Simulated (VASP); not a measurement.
# BaTiO3 (R3m) in VASP: settings compared

BaTiO3 is run at these levels: RPBE, r2SCAN; tasks: single point.

All numbers are computed with VASP 6.6.1; they aren't measurements. Logs are shortened: lines on timing, memory, paths and dates and some standing lists are left out, and cuts for length are marked.

## 1. The cell of the first run

It takes space group R3m (No. 160, trigonal). Conventional cell: a = 5.638 Å, b = 5.638 Å, c = 6.931 Å, α = 90.00°, β = 90.00°, γ = 120.00°. Within 3.7 Å of Ba (site symmetry 3m) lie 12 O at 2.77 to 2.88 Å and 8 Ti at 3.38 to 3.56 Å. Ti (site symmetry 3m) has 6 O at 1.87 to 2.13 Å within 2.5 Å. O (site symmetry m) has 2 Ti at 1.87 to 2.13 Å within 2.5 Å.

## 2. Single point, RPBE

File INCAR:

```
PREC = Accurate ; ENCUT = 520
EDIFF = 1E-6 ; ISMEAR = -1
SIGMA = 0.0102 ; LREAL = F
LASPH = T ; NELM = 100
ALGO = Normal ; ISIF = 2
LWAVE = F ; LCHARG = T
GGA = RP ; LELF = T
LVHAR = T ; NBANDS = 28
```

File KPOINTS:

```
regular mesh
0
Gamma
  5 5 5
```

File POSCAR:

```
BaTiO3
1.0
    3.9915085000      0.0000000000      0.0000000000
    0.0100976400      3.9914985300      0.0000000000
    0.0100976400      0.0100777000      3.9914786000
Ba Ti O
1 1 3
Direct
    0.0000000000      0.0000000000      0.0000000000
    0.4870000000      0.4870000000      0.4870000000
    0.5092000000      0.5092000000      0.0189000000
    0.0189000000      0.5092000000      0.5092000000
    0.5092000000      0.0189000000      0.5092000000
```

Potentials or basis: VASP PAW PBE potentials, release 64 (Ba_sv, Ti_sv, O).

Launch:

```console
cat potpaw_PBE.64/Ba_sv/POTCAR potpaw_PBE.64/Ti_sv/POTCAR potpaw_PBE.64/O/POTCAR > POTCAR
mpirun -np 1 vasp_std > vasp.out
```

OUTCAR:

```text
PREC = Accurate
   ENCUT = 520
   EDIFF = 1E-6
   ISMEAR = -1
   LREAL = F
   LASPH = T
   NELM = 100
   ISIF = 2
   GGA = RP

 ion  position               nearest neighbor table
   1  0.000  0.000  0.000-   5 2.77   3 2.77   4 2.77   4 2.82   4 2.82   5 2.82   5 2.82   3 2.82
                             3 2.82   5 2.88   3 2.88   4 2.88   2 3.38   2 3.42   2 3.42   2 3.42
   2  0.487  0.487  0.487-   3 1.87   4 1.87   5 1.87   3 2.13   4 2.13   5 2.13   1 3.38   1 3.42
                             1 3.42   1 3.42   1 3.48   1 3.48   1 3.49   1 3.56
   3  0.509  0.509  0.019-   2 1.87   2 2.13   1 2.77   1 2.82   1 2.82   1 2.88
   4  0.019  0.509  0.509-   2 1.87   2 2.13   1 2.77   1 2.82   1 2.82   1 2.88
   5  0.509  0.019  0.509-   2 1.87   2 2.13   1 2.77   1 2.82   1 2.82   1 2.88

  LATTYP: Found a trigonal (rhomboedric) cell.
 ALAT       =     3.9915085000
 COS(alpha) =     0.0025297786

  Lattice vectors:

 A1 = (   3.9915085000,   0.0000000000,   0.0000000000)
 A2 = (   0.0100976400,   3.9914985300,   0.0000000000)
 A3 = (   0.0100976400,   0.0100777000,   3.9914786000)

Analysis of symmetry for initial positions (statically):
=====================================================================
 Subroutine PRICEL returns:
 Original cell was already a primitive cell.

 Routine SETGRP: Setting up the symmetry group for a
 trigonal (rhombohedral) supercell.

 Subroutine GETGRP returns: Found  6 space group operations
 (whereof  6 operations were pure point group operations)
 out of a pool of 12 trial point group operations.

The static configuration has the point symmetry C_3v.

Analysis of symmetry for dynamics (positions and initial velocities):
=====================================================================
 Subroutine PRICEL returns:
 Original cell was already a primitive cell.

 Routine SETGRP: Setting up the symmetry group for a
 trigonal (rhombohedral) supercell.

 Subroutine GETGRP returns: Found  6 space group operations
 (whereof  6 operations were pure point group operations)
 out of a pool of 12 trial point group operations.

The dynamic configuration has the point symmetry C_3v.

 Subroutine INISYM returns: Found  6 space group operations
 (whereof  6 operations are pure point group operations),
 and found     1 'primitive' translations

----------------------------------------------------------------------------------------

                                     Primitive cell

  volume of cell :      63.5926

  direct lattice vectors                    reciprocal lattice vectors
     3.991508500  0.000000000  0.000000000     0.250531848 -0.000633792 -0.000632195
     0.010097640  3.991498530  0.000000000     0.000000000  0.250532474 -0.000632545
     0.010097640  0.010077700  3.991478600     0.000000000  0.000000000  0.250533725

  length of vectors
     3.991508500  3.991511302  3.991504095     0.250533447  0.250533272  0.250533725

  position of ions in fractional coordinates (direct lattice)
     0.000000000  0.000000000  0.000000000
     0.487000000  0.487000000  0.487000000
     0.509200000  0.509200000  0.018900000
     0.018900000  0.509200000  0.509200000
     0.509200000  0.018900000  0.509200000

  ion indices of the primitive-cell ions
   primitive index   ion index
                 1           1
                 2           2
                 3           3
                 4           4
                 5           5

----------------------------------------------------------------------------------------

 KPOINTS: regular mesh

Automatic generation of k-mesh.
 Grid dimensions read from file:
 generate k-points for:    5    5    5

 Generating k-lattice:

  Cartesian coordinates                     Fractional coordinates (reciprocal lattice)
     0.050106370 -0.000126758 -0.000126439     0.200000000 -0.000000000  0.000000000
     0.000000000  0.050106495 -0.000126509     0.000000000  0.200000000  0.000000000
     0.000000000  0.000000000  0.050106745     0.000000000  0.000000000  0.200000000

  Length of vectors
     0.050106689  0.050106654  0.050106745

  Shift w.r.t. Gamma in fractional coordinates (k-lattice)
     0.000000000  0.000000000  0.000000000

 Subroutine IBZKPT returns following result:
 ===========================================

 Found     19 irreducible k-points:

 Following reciprocal coordinates:
            Coordinates               Weight
  0.000000  0.000000  0.000000      1.000000
  0.200000  0.000000  0.000000      6.000000
  0.400000  0.000000 -0.000000      6.000000
  0.200000  0.200000 -0.000000      6.000000
  0.400000  0.200000 -0.000000     12.000000
 -0.400000  0.200000  0.000000     12.000000
[... 11 lines left out ...]
  0.400000  0.400000  0.400000      2.000000
 -0.400000  0.400000  0.400000      6.000000
   k-points           NKPTS =     19   k-points in BZ     NKDIM =     19   number of bands    NBANDS=     28
   number of dos      NEDOS =    301   number of ions     NIONS =      5
   total plane-waves  NPLWV =  27000
   dimension x,y,z NGX =    30 NGY =   30 NGZ =   30
   dimension x,y,z NGXF=    60 NGYF=   60 NGZF=   60
   ions per type =               1   1   3
   NGX,Y,Z   is equivalent  to a cutoff of  12.49, 12.49, 12.49 a.u.
   NGXF,Y,Z  is equivalent  to a cutoff of  24.99, 24.99, 24.99 a.u.
 SYSTEM =  unknown system
   PREC   = accura    normal or accurate (medium, high low for compatibility)
   ISTART =      0    job   : 0-new  1-cont  2-samecut
   ICHARG =      2    charge: 1-file 2-atom 10-const
   ISPIN  =      1    spin polarized calculation?
   LNONCOLLINEAR =      F non collinear calculations
   LSORBIT =      F    spin-orbit coupling
   LASPH  =      T    aspherical Exc in radial PAW
   ENCUT  =  520.0 eV  38.22 Ry    6.18 a.u.   7.42  7.42  7.42*2*pi/ulx,y,z
   NELM   =    100;   NELMIN=  2; NELMDL= -5     # of ELM steps
   EDIFF  = 0.1E-05   stopping-criterion for ELM
   LREAL  =      F    real-space projection
   EDIFFG = 0.1E-04   stopping-criterion for IOM
   NSW    =      0    number of steps for IOM
   IBRION =     -1    ionic relax: 0-MD 1-quasi-New 2-CG
   NFREE  =      0    steps in history (QN), initial steepest desc. (CG)
   ISIF   =      2    stress and relaxation
   ISYM   =      2    0-nonsym 1-usesym 2-fastsym
   POTIM  = 0.5000    time-step for ionic-motion
   TEBEG  =    0.0;   TEEND  =   0.0 temperature during run
   PSTRESS=    0.0 pullay stress
   NELECT =      40.0000    total number of electrons
   NUPDOWN=      -1.0000    fix difference up-down
   EMIN   =  10.00;   EMAX   =-10.00  energy-range for DOS
   EFERMI =   0.00;   METHOD = LEGACY
   ISMEAR =    -1;   SIGMA  =   0.01  broadening in eV -4-tet -1-fermi 0-gaus
   EFERMI_NEDOS =   21; number of points for ismear=-14 and -15
   IALGO  =     38    algorithm
   IMIX   =      4    mixing-type and parameters
     AMIX     =   0.40;   BMIX     =  1.00
     AMIX_MAG =   1.60;   BMIX_MAG =  1.00
  volume/ion in A,a.u.               =      12.72        85.83
  Fermi-wavevector in a.u.,A,eV,Ry     =   1.402682  2.650685 26.769690  1.967517
  Thomas-Fermi vector in A             =   2.525419
   LORBIT       =      0    0 simple, 1 ext, 2 COOP (PROOUT), +10 PAW based schemes
   GGA     = RP    functional components
   LHFCALC =     F    Hartree Fock is set to
   AEXX    =    0.0000 exact exchange contribution
   IVDW    =     0    specifies the selected vdW correction
   LEPSILON=     F    determine dielectric tensor
   LRPA    =     F    only Hartree local field effects (RPA)
 non-spin polarized calculation
  energy-cutoff  :      520.00
  volume of cell :       63.59
 maximum number of plane-waves:      1743
 NGX is ok and might be reduce to    30
   NGX = 15   NGY = 15   NGZ = 15

 number of electron      40.0000005 magnetization

 Free energy of the ion-electron system (eV)
  ---------------------------------------------------
  ext. energy  EPLUGINS =         0.00000000
  ---------------------------------------------------
  free energy    TOTEN  =       -37.82698473 eV

  energy without entropy =      -37.82698473  energy(sigma->0) =      -37.82698473

 E-fermi :   4.1834     XC(G=0): -11.0783

 val. band max:        3.8779059606   @ k =   0.4000   0.4000   0.4000
 cond. band min:       6.3882199311   @ k =   0.0000   0.0000   0.0000
 fundamental gap:      2.5103139704
 Fermi energy:         4.1834323932

 k-point     1 :       0.0000    0.0000    0.0000
  band No.  band energies     occupation
      1     -52.4300      2.00000
      2     -28.6157      2.00000
      3     -28.6157      2.00000
      4     -28.6151      2.00000
      5     -20.8518      2.00000
      6     -12.9538      2.00000
[... 20 lines left out ...]
     27       9.1738      0.00000
     28      11.6117      0.00000

 k-point     2 :       0.2000    0.0000    0.0000
  band No.  band energies     occupation
      1     -52.4296      2.00000
      2     -28.6349      2.00000
      3     -28.6150      2.00000
      4     -28.6145      2.00000
      5     -20.8102      2.00000
      6     -12.9948      2.00000
[... 20 lines left out ...]
     27       9.9209      0.00000
     28      12.5268      0.00000

 k-point     3 :       0.4000    0.0000   -0.0000
  band No.  band energies     occupation
      1     -52.4290      2.00000
      2     -28.6660      2.00000
      3     -28.6138      2.00000
      4     -28.6133      2.00000
      5     -20.7412      2.00000
      6     -13.1579      2.00000
[... 20 lines left out ...]
     27      11.4126      0.00000
     28      12.3214      0.00000

 k-point     4 :       0.2000    0.2000   -0.0000
  band No.  band energies     occupation
      1     -52.4292      2.00000
      2     -28.6341      2.00000
      3     -28.6337      2.00000
      4     -28.6140      2.00000
      5     -20.7740      2.00000
      6     -12.9496      2.00000
[... 20 lines left out ...]
     27      10.6419      0.00000
     28      12.5663      0.00000

 k-point     5 :       0.4000    0.2000   -0.0000
  band No.  band energies     occupation
      1     -52.4286      2.00000
      2     -28.6647      2.00000
      3     -28.6324      2.00000
      4     -28.6128      2.00000
      5     -20.7135      2.00000
      6     -12.9965      2.00000
[... 20 lines left out ...]
     27      12.1320      0.00000
     28      12.8967      0.00000

 k-point     6 :      -0.4000    0.2000    0.0000
  band No.  band energies     occupation
      1     -52.4286      2.00000
      2     -28.6647      2.00000
      3     -28.6324      2.00000
      4     -28.6128      2.00000
      5     -20.7131      2.00000
      6     -12.9981      2.00000
[... 308 lines left out ...]
      5     -20.6868      2.00000
      6     -12.8312      2.00000
[... 20 lines left out ...]
     27      12.0624      0.00000
     28      12.6435      0.00000

 k-point    17 :      -0.4000   -0.4000    0.2000
  band No.  band energies     occupation
      1     -52.4277      2.00000
      2     -28.6620      2.00000
      3     -28.6616      2.00000
      4     -28.6303      2.00000
      5     -20.6434      2.00000
      6     -12.5506      2.00000
[... 20 lines left out ...]
     27      12.3822      0.00000
     28      12.7181      0.00000

 k-point    18 :       0.4000    0.4000    0.4000
  band No.  band energies     occupation
      1     -52.4271      2.00000
      2     -28.6605      2.00000
      3     -28.6605      2.00000
      4     -28.6597      2.00000
      5     -20.6043      2.00000
      6     -12.2541      2.00000
[... 20 lines left out ...]
     27      12.0299      0.00000
     28      12.0299      0.00000

 k-point    19 :      -0.4000    0.4000    0.4000
  band No.  band energies     occupation
      1     -52.4271      2.00000
      2     -28.6613      2.00000
      3     -28.6605      2.00000
      4     -28.6590      2.00000
      5     -20.6042      2.00000
      6     -12.2481      2.00000
[... 20 lines left out ...]
     27      11.9694      0.00000
     28      12.0584      0.00000

------------------------ aborting loop because EDIFF is reached ----------------------------------------

  FORCE on cell =-STRESS in cart. coord.  units (eV):
  Direction    XX          YY          ZZ          XY          YZ          ZX
  --------------------------------------------------------------------------------------
  -------------------------------------------------------------------------------------
  Total        5.0801139      5.0803899      5.0806387     -0.0531757     -0.0529004     -0.0530415
  in kB      127.9903408    127.9972952    128.0035630     -1.3397287     -1.3327940     -1.3363480
  external PRESSURE =     127.9970663 kB  Pullay stress =       0.0000000 kB

 VOLUME and BASIS-vectors are now :
 -----------------------------------------------------------------------------
  energy-cutoff  :      520.00
  volume of cell :       63.59
      direct lattice vectors                 reciprocal lattice vectors
     3.991508500  0.000000000  0.000000000     0.250531848 -0.000633792 -0.000632195
     0.010097640  3.991498530  0.000000000     0.000000000  0.250532474 -0.000632545
     0.010097640  0.010077700  3.991478600     0.000000000  0.000000000  0.250533725

 POSITION                                       TOTAL-FORCE (eV/Angst)
 -----------------------------------------------------------------------------------
      0.00000      0.00000      0.00000        -0.011973     -0.011943     -0.011913
      1.95370      1.94877      1.94385         0.099698      0.099446      0.099195
      2.03781      2.03266      0.07544         0.078200      0.078002     -0.244520
      0.08572      2.03760      2.03246        -0.244124      0.078818      0.078619
      2.03781      0.08057      2.03246         0.078200     -0.244323      0.078619
 -----------------------------------------------------------------------------------
    total drift:                                0.000643      0.000673      0.000548

  FREE ENERGIE OF THE ION-ELECTRON SYSTEM (eV)
  ---------------------------------------------------
  free  energy   TOTEN  =       -37.8269847275 eV

  energy  without entropy=      -37.8269847275  energy(sigma->0) =      -37.82698473
```

Wall time 16 s (1 thread of Intel Xeon 6975P-C (Granite Rapids), shared host); peak memory 0.19 GiB.

Results:

- Free energy: -37.8270 eV
- Pressure: 12.8 GPa
- Largest force: 0.268 eV/Å
- Band gap on the k mesh: 2.51 eV, indirect (least direct gap 2.77 eV)

Forces in eV/Å, atoms in the order of the input:
```
Ba  -0.012 -0.012 -0.012
Ti   0.100  0.099  0.099
O    0.078  0.078 -0.245
O   -0.244  0.079  0.079
O    0.078 -0.244  0.079
```

Caveat: the PAW data sets were made with another functional, which shifts forces and pressure a little; spin-orbit coupling is left out, which moves the levels of the heavy elements. A k mesh can miss the band edges.

## 3. Single point, r2SCAN

POSCAR is that of step 2.

File INCAR.step1:

```
SYSTEM = BaTiO3
PREC = Accurate
ENCUT = 520
ISMEAR = -1
SIGMA = 0.0102
LREAL = .False.
LASPH = .True.
NELM = 100
NBANDS = 28
GGA = PE
ALGO = Normal
EDIFF = 1E-4
LWAVE = .True.
LCHARG = .False.
```

File INCAR.step2:

```
SYSTEM = BaTiO3
PREC = Accurate
ENCUT = 520
EDIFF = 1E-6
ISMEAR = -1
SIGMA = 0.0102
LREAL = .False.
LASPH = .True.
NELM = 100
ALGO = Normal
ISIF = 2
LWAVE = .False.
LCHARG = .False.
METAGGA = R2SCAN
LMIXTAU = .True.
NBANDS = 28
ISTART = 1
```

File KPOINTS:

```
regular mesh
0
Gamma
  5 5 5
  0 0 0
```

Potentials or basis: VASP PAW PBE potentials, release 64 (Ba_sv, Ti_sv, O).

Launch:

```console
cat potpaw_PBE.64/Ba_sv/POTCAR potpaw_PBE.64/Ti_sv/POTCAR potpaw_PBE.64/O/POTCAR > POTCAR
cp INCAR.step1 INCAR
mpirun -np 1 vasp_std > vasp.out
cp INCAR.step2 INCAR
mpirun -np 1 vasp_std > vasp.out
```

Wall time 55 s (1 thread of Intel Xeon 6975P-C (Granite Rapids), shared host); peak memory 0.19 GiB.

It converged, with:

```yaml
Free_energy: -74.2362 eV
Pressure: 5.6 GPa
Largest_force: 0.227 eV/Å
Band_gap_on_the_k_mesh: 2.87 eV, indirect (least direct gap 3.14 eV)
```

Forces on the atoms (eV/Å):
```
Ba  -0.016 -0.016 -0.016
Ti   0.132  0.131  0.131
O    0.050  0.050 -0.216
O   -0.215  0.051  0.050
O    0.050 -0.215  0.050
```

Stress tensor (GPa, compression positive):
```
 5.59 -0.12 -0.12
-0.12  5.59 -0.12
-0.12 -0.12  5.59
```

Levels at points of the mesh, in eV from the valence-band top:
```tsv
k point	band 18	band 19	band 20	band 21	band 22	band 23
(0.00, 0.00, 0.00)	-0.38	-0.27	-0.27	2.87	2.87	2.99
```

Caveat: the PAW data sets were made with another functional, which shifts forces and pressure a little; spin-orbit coupling is left out, which moves the levels of the heavy elements. r2SCAN opens gaps a little over a GGA but as a rule still falls short of measured ones.
